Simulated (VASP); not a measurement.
# TiB (F-43m) in VASP: a series of runs

The runs below take TiB through vibrations by perturbation theory, with LDA.

Program: VASP 6.6.1. These are calculated values, not measurements. Logs are shortened: lines on timing, memory, paths and dates and some standing lists are left out, and cuts for length are marked.

**1. The cell of the first run**

It takes space group F-43m (No. 216, cubic). Conventional cell: a = 4.689 Å, b = 4.689 Å, c = 4.689 Å, α = 90.00°, β = 90.00°, γ = 90.00°. Within 2.7 Å of Ti (site symmetry -43m) lie 4 B at 2.03 Å. B (site symmetry -43m) has 4 Ti at 2.03 Å within 2.7 Å.

**2. Vibrations by perturbation theory, LDA**

File INCAR:

```
PREC = Accurate
ENCUT = 520
EDIFF = 1E-8
ISMEAR = -1
SIGMA = 0.15
LREAL = False
LASPH = True
NELM = 100
ALGO = Normal
ISIF = 2
LWAVE = False
LCHARG = False
GGA = CA
IBRION = 8
NSW = 1
```

File KPOINTS:

```
Automatic mesh
0
Gamma
  16 16 16
```

File POSCAR:

```
TiB
1.0
    0.0000000000      2.3446963606      2.3446963606
    2.3446963606      0.0000000000      2.3446963606
    2.3446963606      2.3446963606      0.0000000000
Ti B
1 1
Direct
    0.7500000000      0.7500000000      0.7500000000
    0.0000000000      0.0000000000      0.0000000000
```

Potentials or basis: VASP PAW LDA potentials, release 64 (Ti_sv, B).

Run with:

```console
> cat potpaw_LDA.64/Ti_sv/POTCAR potpaw_LDA.64/B/POTCAR > POTCAR
> mpirun -np 1 vasp_std > vasp.out
```

OUTCAR:

```text
PREC = Accurate
   ENCUT = 520
   EDIFF = 1E-8
   ISMEAR = -1
   LREAL = False
   LASPH = True
   NELM = 100
   ISIF = 2
   GGA = CA
   IBRION = 8
   NSW = 1

 ion  position               nearest neighbor table
   1  0.750  0.750  0.750-   2 2.03   2 2.03   2 2.03   2 2.03
   2  0.000  0.000  0.000-   1 2.03   1 2.03   1 2.03   1 2.03

  LATTYP: Found a face centered cubic cell.
 ALAT       =     4.6893927212

  Lattice vectors:

 A1 = (   0.0000000000,   2.3446963606,   2.3446963606)
 A2 = (   2.3446963606,   0.0000000000,   2.3446963606)
 A3 = (   2.3446963606,   2.3446963606,   0.0000000000)

Analysis of symmetry for initial positions (statically):
=====================================================================
 Subroutine PRICEL returns:
 Original cell was already a primitive cell.

 Routine SETGRP: Setting up the symmetry group for a
 face centered cubic supercell.

 Subroutine GETGRP returns: Found 24 space group operations
 (whereof 24 operations were pure point group operations)
 out of a pool of 48 trial point group operations.

The static configuration has the point symmetry T_d .

Analysis of symmetry for dynamics (positions and initial velocities):
=====================================================================
 Subroutine PRICEL returns:
 Original cell was already a primitive cell.

 Routine SETGRP: Setting up the symmetry group for a
 face centered cubic supercell.

 Subroutine GETGRP returns: Found 24 space group operations
 (whereof 24 operations were pure point group operations)
 out of a pool of 48 trial point group operations.

The dynamic configuration has the point symmetry T_d .

 Subroutine INISYM returns: Found 24 space group operations
 (whereof 24 operations are pure point group operations),
 and found     1 'primitive' translations

----------------------------------------------------------------------------------------

                                     Primitive cell

  volume of cell :      25.7804

  direct lattice vectors                    reciprocal lattice vectors
     0.000000000  2.344696361  2.344696361    -0.213247228  0.213247228  0.213247228
     2.344696361  0.000000000  2.344696361     0.213247228 -0.213247228  0.213247228
     2.344696361  2.344696361  0.000000000     0.213247228  0.213247228 -0.213247228

  length of vectors
     3.315901393  3.315901393  3.315901393     0.369355034  0.369355034  0.369355034

  position of ions in fractional coordinates (direct lattice)
     0.750000000  0.750000000  0.750000000
     0.000000000  0.000000000  0.000000000

  ion indices of the primitive-cell ions
   primitive index   ion index
                 1           1
                 2           2

----------------------------------------------------------------------------------------

 KPOINTS: Automatic mesh

Automatic generation of k-mesh.
 Grid dimensions read from file:
 generate k-points for:   16   16   16

 Generating k-lattice:

  Cartesian coordinates                     Fractional coordinates (reciprocal lattice)
    -0.013327952  0.013327952  0.013327952     0.062500000  0.000000000  0.000000000
     0.013327952 -0.013327952  0.013327952     0.000000000  0.062500000  0.000000000
     0.013327952  0.013327952 -0.013327952     0.000000000  0.000000000  0.062500000

  Length of vectors
     0.023084690  0.023084690  0.023084690

  Shift w.r.t. Gamma in fractional coordinates (k-lattice)
     0.000000000  0.000000000  0.000000000

 Subroutine IBZKPT returns following result:
[... 80 lines left out ...]
 non-spin polarized calculation
  energy-cutoff  :      520.00
  volume of cell :       25.78
 maximum number of plane-waves:       725
 NGX is ok and might be reduce to    28
   NGX = 13   NGY = 13   NGZ = 13

--------------------------------------- Ionic step        1  -------------------------------------------

 number of electron      15.0000000 magnetization

 Free energy of the ion-electron system (eV)
  ---------------------------------------------------
  ext. energy  EPLUGINS =         0.00000000
  ---------------------------------------------------
  free energy    TOTEN  =       -14.35960953 eV

  energy without entropy =      -14.25135959  energy(sigma->0) =      -14.30548456

 E-fermi :   5.8725     XC(G=0): -11.4250

 val. band max:        5.8558022873   @ k =   0.3125   0.3125   0.0000
 cond. band min:       5.8740254591   @ k =   0.5000   0.2500   0.0000
 fundamental gap:      0.0182231718
 Fermi energy:         5.8724658588

 k-point     1 :       0.0000    0.0000    0.0000
  band No.  band energies     occupation
      1     -49.1701      2.00000
      2     -25.7627      2.00000
      3     -25.7627      2.00000
      4     -25.7627      2.00000
      5      -2.2345      2.00000
      6       4.6174      1.99954
      7       4.6174      1.99954
      8       4.6174      1.99954
      9       8.2934      0.00000
     10       8.2934      0.00000
     11      15.3321      0.00000
[... 309 lines left out ...]
 k-point    24 :      -0.0625    0.0625    0.0000
  band No.  band energies     occupation
      1     -49.1672      2.00000
      2     -25.7858      2.00000
      3     -25.7701      2.00000
      4     -25.7648      2.00000
      5      -2.0296      2.00000
      6       4.4801      1.99981
      7       4.6986      1.99920
      8       4.7088      1.99915
      9       8.1663      0.00000
     10       8.2943      0.00000
     11      15.1414      0.00000

 [... further k-points ...]

------------------------ aborting loop because EDIFF is reached ----------------------------------------

  FORCE on cell =-STRESS in cart. coord.  units (eV):
  Direction    XX          YY          ZZ          XY          YZ          ZX
  --------------------------------------------------------------------------------------
  -------------------------------------------------------------------------------------
  Total        2.4485437      2.4485437      2.4485437      0.0000000      0.0000000      0.0000000
  in kB      152.1698533    152.1698533    152.1698533      0.0000000      0.0000000      0.0000000
  external PRESSURE =     152.1698533 kB  Pullay stress =       0.0000000 kB

 VOLUME and BASIS-vectors are now :
 -----------------------------------------------------------------------------
  energy-cutoff  :      520.00
  volume of cell :       25.78
      direct lattice vectors                 reciprocal lattice vectors
     0.000000000  2.344696361  2.344696361    -0.213247228  0.213247228  0.213247228
     2.344696361  0.000000000  2.344696361     0.213247228 -0.213247228  0.213247228
     2.344696361  2.344696361  0.000000000     0.213247228  0.213247228 -0.213247228

 POSITION                                       TOTAL-FORCE (eV/Angst)
 -----------------------------------------------------------------------------------
      3.51704      3.51704      3.51704        -0.000000     -0.000000     -0.000000
      0.00000      0.00000      0.00000         0.000000      0.000000      0.000000
 -----------------------------------------------------------------------------------
    total drift:                                0.000000      0.000000      0.000001

  FREE ENERGIE OF THE ION-ELECTRON SYSTEM (eV)
  ---------------------------------------------------
  free  energy   TOTEN  =       -14.3596095311 eV

  energy  without entropy=      -14.2513595874  energy(sigma->0) =      -14.30548456

[... ionic steps 2 to 3 ...]

--------------------------------------- Ionic step        4  -------------------------------------------

------------------------ aborting loop because EDIFF is reached ----------------------------------------

[... ionic steps 5 to 6 ...]

--------------------------------------- Ionic step        7  -------------------------------------------

 Free energy of the ion-electron system (eV)
  ---------------------------------------------------
  ---------------------------------------------------
  free energy    TOTEN  =        -0.04359094 eV

  energy without entropy =       -0.04359094

------------------------ aborting loop because EDIFF is reached ----------------------------------------

 INTERNAL STRAIN TENSOR  FOR ION    2  DIRECTION 1   (eV/Angst):
 -----------------------------------------------------------------------------
    -0.00219  0.00000 -0.00000
     0.00000 -0.00043-15.70718
     0.00000-15.70718 -0.00043

 INTERNAL STRAIN TENSOR FOR ION    2 for displacements in x,y,z  (eV/Angst):
          X           Y           Z          XY          YZ          ZX
  --------------------------------------------------------------------------------
  x    -0.00000     0.00000     0.00000     0.00000   -15.70718    -0.00000
  y     0.00000     0.00000     0.00000    -0.00000     0.00000   -15.70718
  z     0.00000     0.00000    -0.00000   -15.70718    -0.00000     0.00000

 SECOND DERIVATIVES (NOT SYMMETRIZED)
 ------------------------------------
               1X          1Y          1Z          2X          2Y          2Z
  1X   -12.427333    0.000000    0.000000   12.427333    0.000000    0.000000
  1Y     0.000000  -12.427333    0.000000    0.000000   12.427333    0.000000
  1Z     0.000000    0.000000  -12.427333    0.000000    0.000000   12.427333
  2X    12.430071    0.000000    0.000000  -12.430071    0.000000    0.000000
  2Y     0.000000   12.430071    0.000000    0.000000  -12.430071    0.000000
  2Z     0.000000    0.000000   12.430071    0.000000    0.000000  -12.430071

 Eigenvectors and eigenvalues of the dynamical matrix
 ----------------------------------------------------

   1 f  =   18.558996 THz   116.609610 2PiTHz  619.061463 cm-1    76.753805 meV
             X         Y         Z           dx          dy          dz
      3.517045  3.517045  3.517045    -0.429149    0.000000    0.000000
      0.000000  0.000000  0.000000     0.903234    0.000000    0.000000
[... 21 lines left out ...]
   6 f/i=    0.000792 THz     0.004978 2PiTHz    0.026428 cm-1     0.003277 meV
             X         Y         Z           dx          dy          dz
      3.517045  3.517045  3.517045     0.000000    0.000000    0.903234
      0.000000  0.000000  0.000000     0.000000    0.000000    0.429149

--------------------------------------------------------------------------------------------------------

 ELASTIC MODULI CONTR FROM IONIC RELAXATION (kBar)
 Direction    XX          YY          ZZ          XY          YZ          ZX
 --------------------------------------------------------------------------------
 XX          -0.0000     -0.0000     -0.0000     -0.0000     -0.0000      0.0000
 YY          -0.0000     -0.0000     -0.0000     -0.0000     -0.0000      0.0000
 ZZ          -0.0000     -0.0000     -0.0000     -0.0000     -0.0000      0.0000
 XY          -0.0000     -0.0000     -0.0000  -1270.4936      0.0000      0.0000
 YZ          -0.0000     -0.0000     -0.0000      0.0000  -1270.4936      0.0000
 ZX           0.0000      0.0000      0.0000      0.0000      0.0000  -1270.4936
 --------------------------------------------------------------------------------
```

Run time: 8.6 min. Hardware: 1 thread of AMD EPYC 9R45 (Zen 5), shared host; peak memory 0.47 GiB.

What came out:

- Highest phonon frequency at Γ, LO-TO splitting left out: 619 cm⁻¹

Phonon frequencies in cm⁻¹ (negative: imaginary):
| q point | frequencies |
| --- | --- |
| (0.000, 0.000, 0.000) | 0 0 0 619 619 619 |

Caveat: the cell wasn't relaxed at this level first, which shifts response properties.

**3. Vibrations by perturbation theory, LDA**

This run uses another cell than the first one, of 13.80 Å³/atom, 1.071 times its volume.

File INCAR:

```
PREC     = Accurate       # precision mode
ENCUT    = 520            # plane-wave cutoff, eV
EDIFF    = 1E-8           # SCF threshold, eV
ISMEAR   = -1             # smearing method
SIGMA    = 0.15           # smearing width, eV
LREAL    = F              # projectors in reciprocal space
LASPH    = T              # aspherical terms in the spheres
NELM     = 100            # most SCF steps
ALGO     = Normal         # electronic algorithm
ISIF     = 2              # what is computed and relaxed
LWAVE    = F              # write WAVECAR
LCHARG   = T              # write CHGCAR
NBANDS   = 14             # bands
IBRION   = 8              # ionic algorithm
NSW      = 1              # ionic steps
```

KPOINTS is that of step 2.

File POSCAR:

```
TiB
1.0
    0.0000000000      2.3986911122      2.3986911122
    2.3986911122      0.0000000000      2.3986911122
    2.3986911122      2.3986911122      0.0000000000
Ti B
1 1
Direct
    0.7500000000      0.7500000000      0.7500000000
    0.0000000000      0.0000000000      0.0000000000
```

Potentials or basis: VASP PAW LDA potentials, release 64 (Ti_sv, B).

Run with:

```console
> cat potpaw_LDA.64/Ti_sv/POTCAR potpaw_LDA.64/B/POTCAR > POTCAR
> mpirun -np 1 vasp_std > vasp.out
```

OUTCAR:

```text
PREC = Accurate
   ENCUT = 520
   EDIFF = 1E-8
   ISMEAR = -1
   LREAL = F
   LASPH = T
   NELM = 100
   ISIF = 2
   IBRION = 8
   NSW = 1

 ion  position               nearest neighbor table
   1  0.750  0.750  0.750-   2 2.08   2 2.08   2 2.08   2 2.08
   2  0.000  0.000  0.000-   1 2.08   1 2.08   1 2.08   1 2.08

  LATTYP: Found a face centered cubic cell.
 ALAT       =     4.7973822244

  Lattice vectors:

 A1 = (   0.0000000000,   2.3986911122,   2.3986911122)
 A2 = (   2.3986911122,   0.0000000000,   2.3986911122)
 A3 = (   2.3986911122,   2.3986911122,   0.0000000000)

Analysis of symmetry for initial positions (statically):
=====================================================================
 Subroutine PRICEL returns:
 Original cell was already a primitive cell.

 Routine SETGRP: Setting up the symmetry group for a
 face centered cubic supercell.

 Subroutine GETGRP returns: Found 24 space group operations
 (whereof 24 operations were pure point group operations)
 out of a pool of 48 trial point group operations.

The static configuration has the point symmetry T_d .

Analysis of symmetry for dynamics (positions and initial velocities):
=====================================================================
 Subroutine PRICEL returns:
 Original cell was already a primitive cell.

 Routine SETGRP: Setting up the symmetry group for a
 face centered cubic supercell.

 Subroutine GETGRP returns: Found 24 space group operations
 (whereof 24 operations were pure point group operations)
 out of a pool of 48 trial point group operations.

The dynamic configuration has the point symmetry T_d .

 Subroutine INISYM returns: Found 24 space group operations
 (whereof 24 operations are pure point group operations),
 and found     1 'primitive' translations
[... 587 lines left out ...]

  FREE ENERGIE OF THE ION-ELECTRON SYSTEM (eV)
  ---------------------------------------------------
  free  energy   TOTEN  =       -14.4735305085 eV

  energy  without entropy=      -14.3548663119  energy(sigma->0) =      -14.41419841

[... ionic steps 2 to 3 ...]

--------------------------------------- Ionic step        4  -------------------------------------------

------------------------ aborting loop because EDIFF is reached ----------------------------------------

[... ionic steps 5 to 6 ...]

--------------------------------------- Ionic step        7  -------------------------------------------

 Free energy of the ion-electron system (eV)
  ---------------------------------------------------
  ---------------------------------------------------
  free energy    TOTEN  =        -0.04281949 eV

  energy without entropy =       -0.04281949

------------------------ aborting loop because EDIFF is reached ----------------------------------------

 INTERNAL STRAIN TENSOR  FOR ION    2  DIRECTION 1   (eV/Angst):
 -----------------------------------------------------------------------------
    -0.00276  0.00000  0.00000
     0.00000 -0.00007-13.09385
     0.00000-13.09385 -0.00007

 INTERNAL STRAIN TENSOR FOR ION    2 for displacements in x,y,z  (eV/Angst):
          X           Y           Z          XY          YZ          ZX
  --------------------------------------------------------------------------------
  x    -0.00000    -0.00000    -0.00000    -0.00000   -13.09385     0.00000
  y     0.00000     0.00000     0.00000     0.00000    -0.00000   -13.09385
  z    -0.00000    -0.00000    -0.00000   -13.09385     0.00000     0.00000

 SECOND DERIVATIVES (NOT SYMMETRIZED)
 ------------------------------------
               1X          1Y          1Z          2X          2Y          2Z
  1X   -10.755475    0.000000    0.000000   10.755475    0.000000    0.000000
  1Y     0.000000  -10.755475    0.000000    0.000000   10.755475    0.000000
  1Z     0.000000    0.000000  -10.755475    0.000000    0.000000   10.755475
  2X    10.749708    0.000000    0.000000  -10.749708    0.000000    0.000000
  2Y     0.000000   10.749708    0.000000    0.000000  -10.749708    0.000000
  2Z     0.000000    0.000000   10.749708    0.000000    0.000000  -10.749708

 Eigenvectors and eigenvalues of the dynamical matrix
 ----------------------------------------------------

   1 f  =   17.260218 THz   108.449146 2PiTHz  575.738890 cm-1    71.382493 meV
             X         Y         Z           dx          dy          dz
      3.598037  3.598037  3.598037    -0.429282   -0.000000    0.000000
      0.000000  0.000000  0.000000     0.903171    0.000000    0.000000
[... 21 lines left out ...]
   6 f/i=    0.001795 THz     0.011276 2PiTHz    0.059861 cm-1     0.007422 meV
             X         Y         Z           dx          dy          dz
      3.598037  3.598037  3.598037    -0.095577   -0.360845   -0.822419
      0.000000  0.000000  0.000000    -0.045428   -0.171511   -0.390900

--------------------------------------------------------------------------------------------------------

 ELASTIC MODULI CONTR FROM IONIC RELAXATION (kBar)
 Direction    XX          YY          ZZ          XY          YZ          ZX
 --------------------------------------------------------------------------------
 XX          -0.0000     -0.0000     -0.0000     -0.0000     -0.0000      0.0000
 YY          -0.0000     -0.0000     -0.0000     -0.0000     -0.0000      0.0000
 ZZ          -0.0000     -0.0000     -0.0000     -0.0000     -0.0000      0.0000
 XY          -0.0000     -0.0000     -0.0000   -960.2323      0.0000      0.0000
 YZ          -0.0000     -0.0000     -0.0000      0.0000   -960.2323     -0.0000
 ZX           0.0000      0.0000      0.0000      0.0000     -0.0000   -960.2323
 --------------------------------------------------------------------------------
```

OSZICAR:

```text
N       E                     dE             d eps       ncg     rms          rms(c)
DAV:   1     0.117297436572E+03    0.11730E+03   -0.78651E+03  4060   0.119E+03
DAV:   2    -0.713899719861E+01   -0.12444E+03   -0.11929E+03  4198   0.325E+02
DAV:   3    -0.176955509462E+02   -0.10557E+02   -0.10220E+02  6654   0.839E+01
DAV:   4    -0.182774545103E+02   -0.58190E+00   -0.58111E+00  4808   0.146E+01
[... 58 lines left out ...]
RMM:  11    -0.428195304132E-01   -0.16575E-06   -0.25506E-08 42701   0.495E-04    0.292E-05
RMM:  12    -0.428195475250E-01   -0.17112E-07   -0.46708E-08 44489   0.240E-04    0.868E-06
RMM:  13    -0.428194995091E-01    0.48016E-07   -0.25791E-08 43254   0.116E-04    0.451E-06
RMM:  14    -0.428194913996E-01    0.81095E-08   -0.18796E-08 44260   0.594E-05    0.148E-06
 Linear response finished
```

It took 13 min on 1 thread of AMD EPYC 9R45 (Zen 5), shared host; peak memory 0.55 GiB.

What came out:

```yaml
Highest_phonon_frequency_at_Γ_LO-TO_splitting_left_out: 576 cm⁻¹
```

Phonon frequencies in cm⁻¹ (negative: imaginary):
| q point | frequencies |
| --- | --- |
| (0.000, 0.000, 0.000) | 0 0 0 576 576 576 |

Caveat: the cell wasn't relaxed at this level first, which shifts response properties.
